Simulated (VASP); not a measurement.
# Al72AgO108 (a cell with a defect) in VASP: relaxation of the atoms with PBE

Aim: the relaxation of the atoms of Al72AgO108 (a cell with a defect) with PBE.

Everything below comes from runs of VASP 6.6.1. Logs are shortened: lines on timing, memory, paths and dates and some standing lists are left out, and cuts for length are marked.

## 1. The cell of the first run

The cell holds a defect, 181 atoms: a = 14.424 Å, b = 14.424 Å, c = 10.361 Å, α = 62.35°, β = 62.35°, γ = 60.00°.

## 2. Relaxation of the atoms, PBE

INCAR

```
PREC     = Accurate       # precision mode
ENCUT    = 520            # plane-wave cutoff, eV
EDIFF    = 1E-6           # SCF threshold, eV
ISMEAR   = -1             # smearing method
SIGMA    = 0.01           # smearing width, eV
LREAL    = Auto         
LASPH    = T              # aspherical terms in the spheres
NELM     = 60             # most SCF steps
ALGO     = Normal         # electronic algorithm
ISIF     = 2              # what is computed and relaxed
LWAVE    = F              # write WAVECAR
LCHARG   = F              # write CHGCAR
GGA      = PE             # functional
IBRION   = 2              # ionic algorithm
NSW      = 90             # ionic steps
EDIFFG   = -0.02          # ionic threshold
NELECT   = 874.0        
NCORE    = 2
```

KPOINTS

```
Automatic mesh
0
Gamma
  1 1 1
```

POSCAR

```
Al72AgO108
1.0
   -7.2118252900     12.4912478100      0.0000000000
  -14.4236505700      0.0000000000      0.0000000000
   -4.8078835200      2.7758328500      8.7484141900
Al O Ag
72 108 1
Direct
    0.1177690700      0.1171840300      0.4709260500
    0.0498660000      0.0486444100      0.2778621300
    0.2816611700      0.2846416600      0.2237410200
    0.2154360800      0.2160282700      0.0289306500
    0.1191557000      0.1163413200      0.9715978000
    0.0499319500      0.0486754500      0.7776785400
[... 173 lines left out ...]
    0.9168312000      0.8139382800      0.8747001100
    0.5061580000      0.4972830000     -0.2500000000
```

Potentials or basis: VASP PAW PBE potentials, release 64 (Al, O, Ag).

Launch:

```sh
> cat potpaw_PBE.64/Al/POTCAR potpaw_PBE.64/O/POTCAR potpaw_PBE.64/Ag/POTCAR > POTCAR
> mpirun -np 8 vasp_gam > vasp.out
```

OUTCAR:

```text
PREC = Accurate
   ENCUT = 520
   EDIFF = 1E-6
   ISMEAR = -1
   LREAL = Auto
   LASPH = T
   NELM = 60
   ISIF = 2
   GGA = PE
   IBRION = 2
   NSW = 90
   EDIFFG = -0.02
   NELECT = 874.0

 ion  position               nearest neighbor table
   1  0.118  0.117  0.471-  78 1.86  74 1.87  77 1.88 105 1.99  79 1.99 154 1.99   6 2.68  56 2.80
                            24 2.81   8 2.83  26 3.23   2 3.25  10 3.25
   2  0.050  0.049  0.278-  74 1.87 101 1.87 150 1.87 148 1.98  99 1.99  73 2.00   5 2.68  19 2.81
                            67 2.81  51 2.82  17 3.24  49 3.25   1 3.25
   3  0.282  0.285  0.224-  75 1.87 109 1.87  88 1.89  86 1.97  78 1.99 113 2.01   8 2.67  10 2.78
                            34 2.81  26 2.83   4 3.25  12 3.28  28 3.28
   4  0.215  0.216  0.029-  73 1.87  76 1.87  75 1.87  84 1.98 119 2.00  92 2.00   7 2.67  29 2.80
                             5 2.81  13 2.82  51 3.23   3 3.25  19 3.25
   5  0.119  0.116  0.972-  84 1.86  80 1.87  83 1.88  99 1.98  73 1.98 148 1.99   2 2.68  52 2.79
                            20 2.81   4 2.81  30 3.22   6 3.26  14 3.27
   6  0.050  0.049  0.778-  80 1.87 107 1.87 156 1.88 105 1.98 154 1.99  79 1.99   1 2.68  23 2.80
                            55 2.81  71 2.82  53 3.21  21 3.24   5 3.26
   7  0.283  0.285  0.724-  81 1.87 115 1.87  94 1.88  92 1.97  84 1.99 119 1.99   4 2.67  14 2.79
                            38 2.83  30 2.83  32 3.19  16 3.25   8 3.26
   8  0.216  0.216  0.529-  79 1.86  82 1.87  81 1.88 113 1.93  78 2.00  86 2.01   3 2.67  25 2.80
                             9 2.82   1 2.83  55 3.18  23 3.24   7 3.26
   9  0.117  0.451  0.471-  90 1.87  86 1.87  89 1.88 166 1.96  91 1.99  81 1.99  14 2.68  64 2.80
[... 233 lines left out ...]
 179  0.685  0.916  0.876-  54 1.86  69 1.86  44 1.98  47 1.99
 180  0.917  0.814  0.875-  22 1.87  69 1.87  68 1.98  71 1.99
 181  0.506  0.497  0.750-  37 1.94 132 1.94 130 1.94  40 1.96 129 2.00 128 2.00 127 2.03 131 2.05
                            62 2.71  39 2.74  31 2.75  38 2.82  46 2.86  15 2.88

  LATTYP: Found a base centered monoclinic cell.
 ALAT       =    22.3331637557
 B/A-ratio  =     0.6458400040
 C/A-ratio  =     0.4639406111
 COS(beta)  =    -0.3285095199

  Lattice vectors:

 A1 = (  -2.4039417700,   9.7154149600,  -8.7484141900)
 A2 = (  -9.6157670500,  -2.7758328500,  -8.7484141900)
 A3 = (  -4.8078835200,   2.7758328500,   8.7484141900)

Analysis of symmetry for initial positions (statically):
=====================================================================
 Subroutine PRICEL returns:
 Original cell was already a primitive cell.

 Routine SETGRP: Setting up the symmetry group for a
 base centered monoclinic supercell.

 Subroutine GETGRP returns: Found  1 space group operations
 (whereof  1 operations were pure point group operations)
 out of a pool of  4 trial point group operations.

The static configuration has the point symmetry C_1 .

Analysis of symmetry for dynamics (positions and initial velocities):
=====================================================================
 Subroutine PRICEL returns:
 Original cell was already a primitive cell.

 Routine SETGRP: Setting up the symmetry group for a
 base centered monoclinic supercell.

 Subroutine GETGRP returns: Found  1 space group operations
 (whereof  1 operations were pure point group operations)
 out of a pool of  4 trial point group operations.

The dynamic configuration has the point symmetry C_1 .

 Subroutine INISYM returns: Found  1 space group operations
 (whereof  1 operations are pure point group operations),
 and found     1 'primitive' translations

----------------------------------------------------------------------------------------

                                     Primitive cell

  volume of cell :    1576.1965

  direct lattice vectors                    reciprocal lattice vectors
    -7.211825290 12.491247810  0.000000000     0.000000000  0.080056053 -0.025401429
   -14.423650570  0.000000000  0.000000000    -0.069330576 -0.040028027 -0.025401429
    -4.807883520  2.775832850  8.748414190     0.000000000  0.000000000  0.114306431

  length of vectors
    14.423650573 14.423650570 10.361261641     0.083989310  0.083989310  0.114306431

  position of ions in fractional coordinates (direct lattice)
     0.117769070  0.117184030  0.470926050
     0.049866000  0.048644410  0.277862130
     0.281661170  0.284641660  0.223741020
     0.215436080  0.216028270  0.028930650
     0.119155700  0.116341320  0.971597800
     0.049931950  0.048675450  0.777678540
[... 87 lines left out ...]
     0.314844580  0.417004770  0.626321600
     0.019140990  0.583699240  0.874012580
   k-points           NKPTS =      1   k-points in BZ     NKDIM =      1   number of bands    NBANDS=    528
   number of dos      NEDOS =    301   number of ions     NIONS =    181
   total plane-waves  NPLWV = 933120
   dimension x,y,z NGX =   108 NGY =  108 NGZ =   80
   dimension x,y,z NGXF=   216 NGYF=  216 NGZF=  160
   ions per type =              72 108   1
   NGX,Y,Z   is equivalent  to a cutoff of  12.45, 12.45, 12.84 a.u.
   NGXF,Y,Z  is equivalent  to a cutoff of  24.90, 24.90, 25.67 a.u.
 SYSTEM =  unknown system
   PREC   = accura    normal or accurate (medium, high low for compatibility)
   ISTART =      0    job   : 0-new  1-cont  2-samecut
   ICHARG =      2    charge: 1-file 2-atom 10-const
   ISPIN  =      1    spin polarized calculation?
   LNONCOLLINEAR =      F non collinear calculations
   LSORBIT =      F    spin-orbit coupling
   LASPH  =      T    aspherical Exc in radial PAW
   ENCUT  =  520.0 eV  38.22 Ry    6.18 a.u.  26.82 26.82 19.27*2*pi/ulx,y,z
   NELM   =     60;   NELMIN=  2; NELMDL= -5     # of ELM steps
   EDIFF  = 0.1E-05   stopping-criterion for ELM
   LREAL  =      T    real-space projection
   EDIFFG = -.2E-01   stopping-criterion for IOM
   NSW    =     90    number of steps for IOM
   IBRION =      2    ionic relax: 0-MD 1-quasi-New 2-CG
   NFREE  =      1    steps in history (QN), initial steepest desc. (CG)
   ISIF   =      2    stress and relaxation
   ISYM   =      2    0-nonsym 1-usesym 2-fastsym
   POTIM  = 0.5000    time-step for ionic-motion
   TEBEG  =    0.0;   TEEND  =   0.0 temperature during run
   PSTRESS=    0.0 pullay stress
   NELECT =     874.0000    total number of electrons
   NUPDOWN=      -1.0000    fix difference up-down
   EMIN   =  10.00;   EMAX   =-10.00  energy-range for DOS
   EFERMI =   0.00;   METHOD = LEGACY
   ISMEAR =    -1;   SIGMA  =   0.01  broadening in eV -4-tet -1-fermi 0-gaus
   EFERMI_NEDOS =   21; number of points for ismear=-14 and -15
   IALGO  =     38    algorithm
   IMIX   =      4    mixing-type and parameters
     AMIX     =   0.40;   BMIX     =  1.00
     AMIX_MAG =   1.60;   BMIX_MAG =  1.00
  volume/ion in A,a.u.               =       8.71        58.77
  Fermi-wavevector in a.u.,A,eV,Ry     =   1.344957  2.541601 24.611720  1.808910
  Thomas-Fermi vector in A             =   2.472909
   LORBIT       =      0    0 simple, 1 ext, 2 COOP (PROOUT), +10 PAW based schemes
   GGA     = PE    functional components
   LHFCALC =     F    Hartree Fock is set to
   AEXX    =    0.0000 exact exchange contribution
   IVDW    =     0    specifies the selected vdW correction
   LEPSILON=     F    determine dielectric tensor
   LRPA    =     F    only Hartree local field effects (RPA)
 conjugate gradient relaxation of ions
 non-spin polarized calculation
  energy-cutoff  :      520.00
  volume of cell :     1576.20
 maximum number of plane-waves:     21216
 NGX is ok and might be reduce to   100
   NGX = 53   NGY = 53   NGZ = 39

--------------------------------------- Ionic step        1  -------------------------------------------

 number of electron     874.0000095 magnetization

 Free energy of the ion-electron system (eV)
  ---------------------------------------------------
  ext. energy  EPLUGINS =         0.00000000
  ---------------------------------------------------
  free energy    TOTEN  =     -1341.40540940 eV

  energy without entropy =    -1341.40540940  energy(sigma->0) =    -1341.40540940

------------------------ aborting loop because EDIFF is reached ----------------------------------------

  FORCE on cell =-STRESS in cart. coord.  units (eV):
  Direction    XX          YY          ZZ          XY          YZ          ZX
  --------------------------------------------------------------------------------------
  -------------------------------------------------------------------------------------
  Total       26.1874416     25.8968331     46.4431249      0.5449250      0.1729455     -0.3424522
  in kB       26.6190959     26.3236972     47.2086588      0.5539072      0.1757962     -0.3480969
  external PRESSURE =      33.3838173 kB  Pullay stress =       0.0000000 kB
[... 626 lines left out ...]
  FREE ENERGIE OF THE ION-ELECTRON SYSTEM (eV)
  ---------------------------------------------------
  free  energy   TOTEN  =     -1347.7631640915 eV

  energy  without entropy=    -1347.7631640915  energy(sigma->0) =    -1347.76316409

[... ionic steps 4 to 19 ...]

--------------------------------------- Ionic step       20  -------------------------------------------

 number of electron     874.0000091 magnetization

------------------------ aborting loop because EDIFF is reached ----------------------------------------
[... 425 lines left out ...]
--------------------------------------- Ionic step       22  -------------------------------------------

 number of electron     874.0000089 magnetization

 Free energy of the ion-electron system (eV)
  ---------------------------------------------------
  ext. energy  EPLUGINS =         0.00000000
  ---------------------------------------------------
  free energy    TOTEN  =     -1349.30966651 eV

  energy without entropy =    -1349.30966651  energy(sigma->0) =    -1349.30966651

 E-fermi :   7.8831     XC(G=0): -11.5953

 val. band max:        7.5770068109   @ k =   0.0000   0.0000   0.0000
 cond. band min:      11.5049528990   @ k =   0.0000   0.0000   0.0000
 fundamental gap:      3.9279460881
 Fermi energy:         7.8830719645

 k-point     1 :       0.0000    0.0000    0.0000
  band No.  band energies     occupation
      1     -13.1223      2.00000
      2     -12.6377      2.00000
      3     -12.6086      2.00000
      4     -12.5795      2.00000
      5     -12.5653      2.00000
      6     -12.4622      2.00000
[... 441 lines left out ...]
    448      14.3681      0.00000
    449      14.3750      0.00000
 [bands above 449 left out]

------------------------ aborting loop because EDIFF is reached ----------------------------------------

  FORCE on cell =-STRESS in cart. coord.  units (eV):
  Direction    XX          YY          ZZ          XY          YZ          ZX
  --------------------------------------------------------------------------------------
  -------------------------------------------------------------------------------------
  Total       12.9018422     14.2368579     19.0519062      0.7619981     -0.5420812      0.9049295
  in kB       13.1145066     14.4715277     19.3659437      0.7745583     -0.5510165      0.9198457
  external PRESSURE =      15.6506593 kB  Pullay stress =       0.0000000 kB
[... 196 lines left out ...]
  FREE ENERGIE OF THE ION-ELECTRON SYSTEM (eV)
  ---------------------------------------------------
  free  energy   TOTEN  =     -1349.3096665133 eV

  energy  without entropy=    -1349.3096665133  energy(sigma->0) =    -1349.30966651

 reached required accuracy - stopping structural energy minimisation
```

Run time: 60 min. Hardware: 8 MPI ranks of AMD EPYC 7R43 (Zen 3), shared host; peak memory 0.4 GiB.

What came out:

* Free energy: -1349.3097 eV
* Energy gained by relaxing: 43.7 meV/atom
* Ionic steps: 22
* Largest force after relaxing: 0.019 eV/Å

The path:
| step | energy change (eV) | largest force (eV/Å) | pressure (GPa) |
| --- | --- | --- | --- |
| 1 | 0.0000 | 11.4386 | 3.34 |
| 2 | -3.2759 | 11.0556 | 2.73 |
| 3 | -6.3578 | 2.2312 | 2.04 |
| 4 | -7.2497 | 2.0024 | 1.65 |
| 5 | -7.3134 | 1.2407 | 1.69 |
| 6 | -7.6831 | 0.4796 | 1.64 |
| 7 | -7.6923 | 0.6356 | 1.64 |
| 8 | -7.8147 | 0.2078 | 1.61 |
| 9 | -7.8164 | 0.2160 | 1.61 |
| 10 | -7.8624 | 0.1620 | 1.60 |
| 11 | -7.8624 | 0.1707 | 1.60 |
| 12 | -7.8807 | 0.0876 | 1.59 |
| 13 | -7.8813 | 0.1109 | 1.58 |
| 14 | -7.8923 | 0.0759 | 1.58 |
| 15 | -7.8926 | 0.0874 | 1.58 |
| 16 | -7.8989 | 0.0534 | 1.57 |
| 17 | -7.8989 | 0.0540 | 1.57 |
| 18 | -7.9018 | 0.0264 | 1.57 |
| 19 | -7.9019 | 0.0319 | 1.57 |
| 20 | -7.9034 | 0.0238 | 1.57 |
| 21 | -7.9034 | 0.0251 | 1.57 |
| 22 | -7.9043 | 0.0193 | 1.57 |

Caveat: the k points lie up to 0.72 Å⁻¹ apart; the cell carries a net charge on a neutralising background, which shifts energy and pressure; the cell is charged against a uniform background, so pressure and absolute levels hang on convention.
